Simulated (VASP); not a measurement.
Ga2O3:

```
CELL_PARAMETERS angstrom
6.06601 -1.50836 0.00000
6.06601 1.50836 0.00000
-1.37669 0.00000 5.59222
ATOMIC_POSITIONS crystal
Ga 0.34134 0.34134 0.68598
Ga 0.65866 0.65866 0.31402
Ga 0.90950 0.90950 0.20540
Ga 0.09050 0.09050 0.79460
O 0.50410 0.50410 0.74340
O 0.49590 0.49590 0.25660
O 0.82670 0.82670 0.43680
O 0.17330 0.17330 0.56320
O 0.83550 0.83550 0.89020
O 0.16450 0.16450 0.10980
```

Base run:

| Quantity | Value |
| --- | --- |
| Program | VASP 6.6.1 |
| Functional | revPBE |
| Potentials or basis | VASP PAW PBE potentials, release 64 (Ga_d, O) |
| Cutoff | 520 eV |
| k mesh | 9 × 9 × 5 |
| Occupations | fermi-dirac, width 0.05 eV |
| Spin | no spin polarisation |

Its results: band gap on the k mesh 2.69 eV (least direct gap 2.71 eV); pressure 18.3 GPa; largest force 0.411 eV/Å.

Task: The run is repeated on the same cell with these changes: functional from revPBE to PBE. What comes out?

Result: Band gap on the k mesh 2.61 eV (least direct gap 2.63 eV); pressure 14.8 GPa; largest force 0.354 eV/Å.

PBE binds more tightly than revPBE, so the same cell stands under less pressure.

Caveats: the cell stands under pressure; the PAW data sets were made with another functional, which shifts forces and pressure a little (at least some runs).

A k mesh can miss the band edges.
